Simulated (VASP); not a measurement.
# Li2O (Fm-3m) in VASP: settings compared

The runs below take Li2O through single point, with PBE, revPBE.

All numbers are computed with VASP 6.6.1; they aren't measurements. Logs are shortened: lines on timing, memory, paths and dates and some standing lists are left out, and cuts for length are marked.

## Step 1: The cell of the first run

Symmetry: Fm-3m, No. 225, cubic system. The conventional cell has a = 4.654 Å, b = 4.654 Å, c = 4.654 Å, α = 90.00°, β = 90.00°, γ = 90.00°. Within 2.7 Å of Li (site symmetry -43m) lie 4 O at 2.02 Å and 6 Li at 2.33 Å. O (site symmetry m-3m) has 8 Li at 2.02 Å within 2.7 Å.

## Step 2: Single point, PBE

INCAR

```
SYSTEM = Li2O
PREC = Accurate
ENCUT = 750
EDIFF = 1E-6
ISMEAR = 0
SIGMA = 0.1
LREAL = .False.
LASPH = .True.
NELM = 120
ALGO = Normal
ISIF = 2
LWAVE = .False.
LCHARG = .False.
GGA = PE
NELECT = 12.5
NBANDS = 13
GGA_COMPAT = .False.
```

KPOINTS

```
Automatic mesh
0
Gamma
  6 6 6
  0 0 0
```

POSCAR

```
Li2O
1.0
    0.0000000000      2.3268543819      2.3268543819
    2.3268543819      0.0000000000      2.3268543819
    2.3268543819      2.3268543819      0.0000000000
Li O
2 1
Direct
    0.7500000000      0.7500000000      0.7500000000
    0.2500000000      0.2500000000      0.2500000000
    0.0000000000      0.0000000000      0.0000000000
```

Potentials or basis: VASP PAW PBE potentials, release 64 (Li_sv, O).

Launch:

```
$ cat potpaw_PBE.64/Li_sv/POTCAR potpaw_PBE.64/O/POTCAR > POTCAR
$ mpirun -np 1 vasp_std > vasp.out
```

OUTCAR:

```text
SYSTEM = Li2O
   PREC = Accurate
   ENCUT = 750
   EDIFF = 1E-6
   ISMEAR = 0
   LREAL = .False.
   LASPH = .True.
   NELM = 120
   ISIF = 2
   GGA = PE
   NELECT = 12.5

 ion  position               nearest neighbor table
   1  0.750  0.750  0.750-   3 2.02   3 2.02   3 2.02   3 2.02   2 2.33   2 2.33   2 2.33   2 2.33
                             2 2.33   2 2.33
   2  0.250  0.250  0.250-   3 2.02   3 2.02   3 2.02   3 2.02   1 2.33   1 2.33   1 2.33   1 2.33
                             1 2.33   1 2.33
   3  0.000  0.000  0.000-   1 2.02   1 2.02   1 2.02   1 2.02   2 2.02   2 2.02   2 2.02   2 2.02

  LATTYP: Found a face centered cubic cell.
 ALAT       =     4.6537087638

  Lattice vectors:

 A1 = (   0.0000000000,   2.3268543819,   2.3268543819)
 A2 = (   2.3268543819,   0.0000000000,   2.3268543819)
 A3 = (   2.3268543819,   2.3268543819,   0.0000000000)

Analysis of symmetry for initial positions (statically):
=====================================================================
 Subroutine PRICEL returns:
 Original cell was already a primitive cell.

 Routine SETGRP: Setting up the symmetry group for a
 face centered cubic supercell.

 Subroutine GETGRP returns: Found 48 space group operations
 (whereof 48 operations were pure point group operations)
 out of a pool of 48 trial point group operations.

The static configuration has the point symmetry O_h .

Analysis of symmetry for dynamics (positions and initial velocities):
=====================================================================
 Subroutine PRICEL returns:
 Original cell was already a primitive cell.

 Routine SETGRP: Setting up the symmetry group for a
 face centered cubic supercell.

 Subroutine GETGRP returns: Found 48 space group operations
 (whereof 48 operations were pure point group operations)
 out of a pool of 48 trial point group operations.

The dynamic configuration has the point symmetry O_h .

 Subroutine INISYM returns: Found 48 space group operations
 (whereof 48 operations are pure point group operations),
 and found     1 'primitive' translations

----------------------------------------------------------------------------------------

                                     Primitive cell

  volume of cell :      25.1963

  direct lattice vectors                    reciprocal lattice vectors
     0.000000000  2.326854382  2.326854382    -0.214882377  0.214882377  0.214882377
     2.326854382  0.000000000  2.326854382     0.214882377 -0.214882377  0.214882377
     2.326854382  2.326854382  0.000000000     0.214882377  0.214882377 -0.214882377

  length of vectors
     3.290669025  3.290669025  3.290669025     0.372187194  0.372187194  0.372187194

  position of ions in fractional coordinates (direct lattice)
     0.750000000  0.750000000  0.750000000
     0.250000000  0.250000000  0.250000000
     0.000000000  0.000000000  0.000000000

  ion indices of the primitive-cell ions
   primitive index   ion index
                 1           1
                 2           2
                 3           3

----------------------------------------------------------------------------------------

 KPOINTS: Automatic mesh

Automatic generation of k-mesh.
 Grid dimensions read from file:
 generate k-points for:    6    6    6

 Generating k-lattice:

  Cartesian coordinates                     Fractional coordinates (reciprocal lattice)
    -0.035813729  0.035813729  0.035813729     0.166666667  0.000000000  0.000000000
     0.035813729 -0.035813729  0.035813729     0.000000000  0.166666667  0.000000000
     0.035813729  0.035813729 -0.035813729     0.000000000  0.000000000  0.166666667

  Length of vectors
     0.062031199  0.062031199  0.062031199

  Shift w.r.t. Gamma in fractional coordinates (k-lattice)
     0.000000000  0.000000000  0.000000000

 Subroutine IBZKPT returns following result:
 ===========================================

 Found     16 irreducible k-points:

 Following reciprocal coordinates:
            Coordinates               Weight
  0.000000  0.000000  0.000000      1.000000
  0.166667  0.000000  0.000000      8.000000
  0.333333  0.000000  0.000000      8.000000
  0.500000  0.000000  0.000000      4.000000
  0.166667  0.166667  0.000000      6.000000
  0.333333  0.166667  0.000000     24.000000
[... 8 lines left out ...]
 -0.333333  0.333333  0.166667     24.000000
 -0.333333  0.500000  0.166667     12.000000
   k-points           NKPTS =     16   k-points in BZ     NKDIM =     16   number of bands    NBANDS=     13
   number of dos      NEDOS =    301   number of ions     NIONS =      3
   total plane-waves  NPLWV =  27000
   dimension x,y,z NGX =    30 NGY =   30 NGZ =   30
   dimension x,y,z NGXF=    60 NGYF=   60 NGZF=   60
   ions per type =               2   1
   NGX,Y,Z   is equivalent  to a cutoff of  15.16, 15.16, 15.16 a.u.
   NGXF,Y,Z  is equivalent  to a cutoff of  30.31, 30.31, 30.31 a.u.
 SYSTEM =  Li2O
   PREC   = accura    normal or accurate (medium, high low for compatibility)
   ISTART =      0    job   : 0-new  1-cont  2-samecut
   ICHARG =      2    charge: 1-file 2-atom 10-const
   ISPIN  =      1    spin polarized calculation?
   LNONCOLLINEAR =      F non collinear calculations
   LSORBIT =      F    spin-orbit coupling
   LASPH  =      T    aspherical Exc in radial PAW
   ENCUT  =  750.0 eV  55.12 Ry    7.42 a.u.   7.35  7.35  7.35*2*pi/ulx,y,z
   NELM   =    120;   NELMIN=  2; NELMDL= -5     # of ELM steps
   EDIFF  = 0.1E-05   stopping-criterion for ELM
   LREAL  =      F    real-space projection
   EDIFFG = 0.1E-04   stopping-criterion for IOM
   NSW    =      0    number of steps for IOM
   IBRION =     -1    ionic relax: 0-MD 1-quasi-New 2-CG
   NFREE  =      0    steps in history (QN), initial steepest desc. (CG)
   ISIF   =      2    stress and relaxation
   ISYM   =      2    0-nonsym 1-usesym 2-fastsym
   POTIM  = 0.5000    time-step for ionic-motion
   TEBEG  =    0.0;   TEEND  =   0.0 temperature during run
   PSTRESS=    0.0 pullay stress
   NELECT =      12.5000    total number of electrons
   NUPDOWN=      -1.0000    fix difference up-down
   EMIN   =  10.00;   EMAX   =-10.00  energy-range for DOS
   EFERMI =   0.00;   METHOD = LEGACY
   ISMEAR =     0;   SIGMA  =   0.10  broadening in eV -4-tet -1-fermi 0-gaus
   EFERMI_NEDOS =   21; number of points for ismear=-14 and -15
   IALGO  =     38    algorithm
   IMIX   =      4    mixing-type and parameters
     AMIX     =   0.40;   BMIX     =  1.00
     AMIX_MAG =   1.60;   BMIX_MAG =  1.00
  volume/ion in A,a.u.               =       8.40        56.68
  Fermi-wavevector in a.u.,A,eV,Ry     =   1.295982  2.449051 22.851928  1.679569
  Thomas-Fermi vector in A             =   2.427467
   LORBIT       =      0    0 simple, 1 ext, 2 COOP (PROOUT), +10 PAW based schemes
   GGA     = PE    functional components
   LHFCALC =     F    Hartree Fock is set to
   AEXX    =    0.0000 exact exchange contribution
   IVDW    =     0    specifies the selected vdW correction
   LEPSILON=     F    determine dielectric tensor
   LRPA    =     F    only Hartree local field effects (RPA)
 non-spin polarized calculation
 Gauss-broadening in eV      SIGMA  =   0.10
  energy-cutoff  :      750.00
  volume of cell :       25.20
 maximum number of plane-waves:      1211
 NGX is ok and might be reduce to    30
   NGX = 15   NGY = 15   NGZ = 15

 number of electron      12.4999997 magnetization

 Free energy of the ion-electron system (eV)
  ---------------------------------------------------
  ext. energy  EPLUGINS =         0.00000000
  ---------------------------------------------------
  free energy    TOTEN  =       -11.03987661 eV

  energy without entropy =      -11.03669592  energy(sigma->0) =      -11.03828627

 E-fermi :   6.8645     XC(G=0): -10.2237

 val. band max:        6.3933081839   @ k =   0.5000   0.3333   0.0000
 cond. band min:       6.8647792265   @ k =  -0.3333   0.5000   0.1667
 fundamental gap:      0.4714710426
 Fermi energy:         6.8644734090

 k-point     1 :       0.0000    0.0000    0.0000
  band No.  band energies     occupation
      1     -42.0829      2.00000
      2     -41.7709      2.00000
      3     -14.5641      2.00000
      4       0.8747      2.00000
      5       0.8747      2.00000
      6       0.8747      2.00000
      7       5.5718      2.00000
      8      12.4922      0.00000
      9      12.4922      0.00000
     10      12.4922      0.00000
     11      19.2546      0.00000
     12      19.2546      0.00000
     13      19.2546      0.00000

 k-point     2 :       0.1667    0.0000    0.0000
  band No.  band energies     occupation
      1     -42.0589      2.00000
      2     -41.7889      2.00000
      3     -14.5101      2.00000
      4      -0.0005      2.00000
      5       0.7546      2.00000
      6       0.7546      2.00000
      7       6.3168      2.00000
      8      12.4360      0.00000
      9      12.8101      0.00000
     10      12.8101      0.00000
     11      17.5898      0.00000
     12      17.5898      0.00000
     13      20.1054      0.00000

 k-point     3 :       0.3333    0.0000    0.0000
  band No.  band energies     occupation
      1     -41.9956      2.00000
      2     -41.8401      2.00000
      3     -14.3935      2.00000
      4      -1.3728      2.00000
      5       0.5349      2.00000
      6       0.5349      2.00000
      7       7.9089      0.00000
      8      11.6611      0.00000
      9      12.8179      0.00000
     10      12.8179      0.00000
     11      17.4737      0.00000
     12      17.4737      0.00000
     13      21.9177      0.00000
[... 177 lines left out ...]
 k-point    15 :      -0.3333    0.3333    0.1667
  band No.  band energies     occupation
      1     -41.9116      2.00000
      2     -41.9113      2.00000
      3     -14.2843      2.00000
      4      -1.4075      2.00000
      5      -0.3934      2.00000
      6      -0.1803      2.00000
      7       7.9540      0.00000
      8      10.8014      0.00000
      9      14.0222      0.00000
     10      14.1964      0.00000
     11      18.0906      0.00000
     12      18.4436      0.00000
     13      23.3313      0.00000

 k-point    16 :      -0.3333    0.5000    0.1667
  band No.  band energies     occupation
      1     -41.9357      2.00000
      2     -41.8848      2.00000
      3     -14.2718      2.00000
      4      -0.8697      2.00000
      5      -0.6961      2.00000
      6      -0.5681      2.00000
      7       6.8648      0.99655
      8      11.7877      0.00000
      9      14.2162      0.00000
     10      14.7509      0.00000
     11      17.2271      0.00000
     12      20.4082      0.00000
     13      22.2873      0.00000

------------------------ aborting loop because EDIFF is reached ----------------------------------------

  FORCE on cell =-STRESS in cart. coord.  units (eV):
  Direction    XX          YY          ZZ          XY          YZ          ZX
  --------------------------------------------------------------------------------------
  -------------------------------------------------------------------------------------
  Total        4.3124878      4.3124878      4.3124878     -0.0000000      0.0000000     -0.0000000
  in kB      274.2210883    274.2210883    274.2210883     -0.0000000      0.0000000     -0.0000000
  external PRESSURE =     274.2210883 kB  Pullay stress =       0.0000000 kB

 VOLUME and BASIS-vectors are now :
 -----------------------------------------------------------------------------
  energy-cutoff  :      750.00
  volume of cell :       25.20
      direct lattice vectors                 reciprocal lattice vectors
     0.000000000  2.326854382  2.326854382    -0.214882377  0.214882377  0.214882377
     2.326854382  0.000000000  2.326854382     0.214882377 -0.214882377  0.214882377
     2.326854382  2.326854382  0.000000000     0.214882377  0.214882377 -0.214882377

 POSITION                                       TOTAL-FORCE (eV/Angst)
 -----------------------------------------------------------------------------------
      3.49028      3.49028      3.49028        -0.000000     -0.000000     -0.000000
      1.16343      1.16343      1.16343         0.000000      0.000000      0.000000
      0.00000      0.00000      0.00000         0.000000     -0.000000     -0.000000
 -----------------------------------------------------------------------------------
    total drift:                                0.000000     -0.000000      0.000000

  FREE ENERGIE OF THE ION-ELECTRON SYSTEM (eV)
  ---------------------------------------------------
  free  energy   TOTEN  =       -11.0398766131 eV

  energy  without entropy=      -11.0366959242  energy(sigma->0) =      -11.03828627
```

It took 12 s on 1 thread of Intel Xeon Platinum 8259CL at 2.50GHz (Skylake/Cascade Lake), shared host; peak memory 0.15 GiB.

Results:

- Free energy: -11.0399 eV

Caveat: the k points lie up to 0.39 Å⁻¹ apart; the cell carries a net charge on a neutralising background, which shifts energy and pressure; the cell is charged against a uniform background, so pressure and absolute levels hang on convention.

[end of part 1 of 2]
